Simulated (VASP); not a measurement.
Here is a VASP 6.6.1 calculation.

File INCAR:

```
SYSTEM = Cd2Se3S
ALGO     = Normal         ! electronic algorithm
EDIFF    = 1E-7           ! SCF threshold, eV
ENCUT    = 520            ! plane-wave cutoff, eV
GGA      = PE             ! functional
ISIF     = 2              ! what is computed and relaxed
ISMEAR   = 0              ! smearing method
LASPH    = .True.         ! aspherical terms in the spheres
LCHARG   = .False.        ! write CHGCAR
LREAL    = .False.        ! projectors in reciprocal space
LWAVE    = .False.        ! write WAVECAR
NBANDS   = 33             ! bands
NELM     = 60             ! most SCF steps
PREC     = Accurate       ! precision mode
SIGMA    = 0.1            ! smearing width, eV
```

Contents of KPOINTS:

```
k-points
0
Gamma
  3 3 3
  0 0 0
```

The input POSCAR:

```
Cd2Se3S
1.0
    3.2320477575      1.8660236446      4.4228568454
   -3.2320477575      1.8660236446      4.4228568454
    0.0000000000     -3.7320472838      4.4228568477
Cd Se S
2 3 1
Direct
    0.8161493257      0.8161493257      0.8161493257
    0.1838506743      0.1838506743      0.1838506743
    0.5000000000      0.5000000000      0.0000000000
    0.0000000000      0.5000000000      0.5000000000
    0.5000000000      0.0000000000      0.5000000000
    0.0000000000      0.0000000000      0.0000000000
```

Potentials or basis: VASP PAW PBE potentials, release 64 (Cd, Se, S).

Command:

```console
$ cat potpaw_PBE.64/Cd/POTCAR potpaw_PBE.64/Se/POTCAR potpaw_PBE.64/S/POTCAR > POTCAR
$ mpirun -np 1 vasp_std > vasp.out
```

Q: What does it give for the band gap on the k mesh?

A: Zero (bands 24 and 25 overlap by 0.62 eV).

Q: What does it give for the largest force?

A: 0.013 eV/Å.

Q: Predict the pressure.

A: 0.2 GPa.

Stress tensor (GPa, compression positive):
```
0.08 0.00 0.00
0.00 0.08 0.00
0.00 0.00 0.48
```

Caveat: the k points lie up to 0.41 Å⁻¹ apart, too coarse for converged energies and pressures of a metal; semilocal functionals underestimate gaps, so a narrow gap can read as zero.
